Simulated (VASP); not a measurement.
Wanted: the native input for a VASP 6.6.1 run.

* Task: single point
* Functional: PBE
* Potentials or basis: VASP PAW PBE potentials, release 64 (Mg, O)
* Cutoff: 520 eV
* k mesh: 9 × 9 × 2
* Occupations: gaussian, width 0.05 eV
* Spin: no spin polarisation
* Dipole correction: no
* Further INCAR settings: ALGO = Normal; EDIFF = 1e-06; NBANDS = 26

The structure of MgO lies in POSCAR:

```
MgO
1.0
    3.2259000000      0.0000000000      0.0000000000
   -1.6129500000      2.7937113501      0.0000000000
    0.0000000000      0.0000000000     10.7943000000
Mg O
4 4
Direct
    0.3333333333      0.6666666667      0.9694906392
    0.0000000000      0.0000000000      0.2208211786
    0.0000000000      0.0000000000      0.7208211786
    0.6666666667      0.3333333333      0.4694906392
    0.3333333333      0.6666666667      0.7800420079
    0.0000000000      0.0000000000      0.5296443544
    0.0000000000      0.0000000000      0.0296443544
    0.6666666667      0.3333333333      0.2800420079
```

One way to write it, as run:

INCAR

```
SYSTEM = MgO
PREC = Accurate
ENCUT = 520
EDIFF = 1E-6
ISMEAR = 0
SIGMA = 0.05
LREAL = .False.
LASPH = .True.
NELM = 80
ALGO = Normal
ISIF = 2
LWAVE = .False.
LCHARG = .False.
GGA = PE
NBANDS = 26
```

KPOINTS

```
regular mesh
0
Gamma
  9 9 2
  0 0 0
```

Potentials or basis: VASP PAW PBE potentials, release 64 (Mg, O).

Run with:

```console
$ cat potpaw_PBE.64/Mg/POTCAR potpaw_PBE.64/O/POTCAR > POTCAR
$ mpirun -np 1 vasp_std > vasp.out
```

Results of the run:

| Quantity | Value |
| --- | --- |
| Pressure | 0.8 GPa |
| Largest force | 0.332 eV/Å |
| Band gap on the k mesh | 3.54 eV, direct |

Wall time 31 s on 1 thread of AMD EPYC 9R45 96-Core Processor (Zen 5), on a shared host, peak memory 0.19 GiB.
